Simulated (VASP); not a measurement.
HfN: single point with PBEsol

HfN:

```
Hf N
1.0
     3.09408    0.00000   -0.00245
    -1.54704    2.67955    0.00000
     1.54491    0.89195    2.66501
Hf N
1 1
Direct
  0.00000 0.50000 0.50000
  0.00000 0.00000 0.00000
```

* Program: VASP 6.6.1
* Task: single point
* Functional: PBEsol
* Potentials or basis: VASP PAW PBE potentials, release 64 (Hf_pv, N)
* Cutoff: 520 eV
* k mesh: 12 × 12 × 13
* Occupations: gaussian, width 0.1 eV
* Spin: no spin polarisation
* Dipole correction: no
* Further INCAR settings: ALGO = Normal; EDIFF = 1e-07; NBANDS = 14; ISYM = 0

- Pressure: 7.3 GPa

Stress tensor (GPa, compression positive):
```
12.10 -0.06  0.01
-0.06 12.16  0.01
 0.01  0.01 -2.35
```

Levels at points of the mesh, in eV from the Fermi level:
```tsv
k point	band 5	band 6	band 7	band 8	band 9	band 10
(0.00, 0.00, 0.00)	-3.18	-2.87	-2.87	-1.01	-0.10	-0.10
(0.50, 0.00, 0.00)	-5.35	-4.01	-3.74	-3.49	4.29	5.66
(0.00, 0.50, 0.00)	-9.09	-6.70	-6.17	2.88	4.33	4.53
(0.50, 0.50, 0.00)	-9.09	-6.70	-6.17	2.88	4.33	4.53
```

It took 2.5 min on 1 thread of Intel(R) Xeon(R) Platinum 8259CL CPU @ 2.50GHz (Skylake/Cascade Lake) (shared host), peak memory 0.4 GiB.

Caveat: the PAW data sets were made with another functional, which shifts forces and pressure a little; spin-orbit coupling is left out, which moves the levels of the heavy elements.
